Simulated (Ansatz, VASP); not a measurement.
## Ti2TeO: VASP beside Ansatz

```
CELL_PARAMETERS angstrom
3.32368 0.00000 0.00000
-1.66184 2.87839 0.00000
0.00000 0.00000 6.37218
ATOMIC_POSITIONS crystal
Ti 0.33333 0.66667 0.34538
Ti 0.66667 0.33333 0.65462
Te 0.00000 0.00000 0.00000
O 0.00000 0.00000 0.50000
```

Alike in both runs: functional PBE; k mesh 6 × 6 × 4; occupations gaussian, width 0.1 eV; no spin polarisation.

Ansatz relaxed the structure, and its values are those at the end. VASP's run is a single point on that final structure, the one shown.

```csv
,VASP,Ansatz
version,VASP 6.6.1,Ansatz 0.2.0
potentials or method,"VASP PAW PBE potentials, release 64 (Ti_sv, Te, O), cutoff 520 eV","scalar-relativistic, plane waves, PAW"
valence electrons in the cell,36,46
```

|  | VASP | Ansatz | Ansatz less VASP |
| --- | --- | --- | --- |
| gap on the k mesh at the Fermi level (eV) | none | none | - |
| pressure (GPa) | 0.1 | -0.1 | -0.18 |
| rms of the force components (eV/Å) | 0.015 | 0.001 | -0.0140 |

A gap of «none» marks a metal or a gap that the smearing closes. With one functional, cell and mesh, what is left measures potentials, basis and numerics. VASP's potentials hold 36 valence electrons a cell and Ansatz's 46, so a difference there can come from the potentials and not from the codes.

The k mesh is coarse, so the values compare programs but aren't converged. Spin-orbit coupling is off throughout.
